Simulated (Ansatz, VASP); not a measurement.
## PbS: VASP beside Ansatz

```
Pb S
1.0
     0.00000    3.00424    3.00424
     3.00424    0.00000    3.00424
     3.00424    3.00424    0.00000
Pb S
1 1
Direct
  0.00000 0.00000 0.00000
  0.50000 0.50000 0.50000
```

Alike in both runs: functional PBE; k mesh 13 × 13 × 13; occupations fermi-dirac, width 0.05 eV; no spin polarisation.

Ansatz relaxed the structure, and its values are those at the end. VASP's run is a single point on that final structure, the one shown.

|  | VASP | Ansatz |
| --- | --- | --- |
| version | VASP 6.6.1 | Ansatz 0.2.0 |
| potentials or method | VASP PAW PBE potentials, release 64 (Pb_d, S) | PAW with Ansatz's default frozen-core files, scalar-relativistic |
| plane-wave cutoff (eV) | 520 | 420 |
| valence electrons in the cell | 20 | 20 |

```tsv
	VASP	Ansatz	Ansatz less VASP
pressure (GPa)	-0.1	0.0	+0.07
```

With one functional, cell and mesh, what is left measures potentials, basis and numerics.

Neither program's run includes spin-orbit coupling.
